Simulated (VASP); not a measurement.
A run of VASP 6.6.1:

Contents of INCAR:

```
SYSTEM = MnHg
ALGO = Normal ; EDIFF = 1E-8
ENCUT = 520 ; GGA = PE
ISIF = 2 ; ISMEAR = -1
ISPIN = 2 ; LASPH = .True.
LCHARG = .False. ; LEFG = .True.
LMAXMIX = 4 ; LORBIT = 11
LREAL = .False. ; LWAVE = .False.
MAGMOM = 4 0 ; NBANDS = 24
NELM = 150 ; PREC = Accurate
SIGMA = 0.08
```

KPOINTS

```
k-points
0
Gamma
  10 10 10
  0 0 0
```

File POSCAR:

```
MnHg
1.0
    3.2479036157      0.0000000000      0.0000000000
    0.0000000000      3.2479036157      0.0000000000
    0.0000000000      0.0000000000      3.2479036157
Mn Hg
1 1
Direct
    0.5000000000      0.5000000000      0.5000000000
    0.0000000000      0.0000000000      0.0000000000
```

Potentials or basis: VASP PAW PBE potentials, release 64 (Mn_pv, Hg).

Command:

```console
$ cat potpaw_PBE.64/Mn_pv/POTCAR potpaw_PBE.64/Hg/POTCAR > POTCAR
$ mpirun -np 1 vasp_std > vasp.out
```

Hardware: 1 thread of Intel(R) Xeon(R) 6975P-C (Granite Rapids) (shared host).

Task: Estimate the wall time of this run.

Result: It took 25 s on 1 thread of Intel(R) Xeon(R) 6975P-C (Granite Rapids) (shared host), peak memory 0.2 GiB. Counts: scf iterations 17, k points 56.
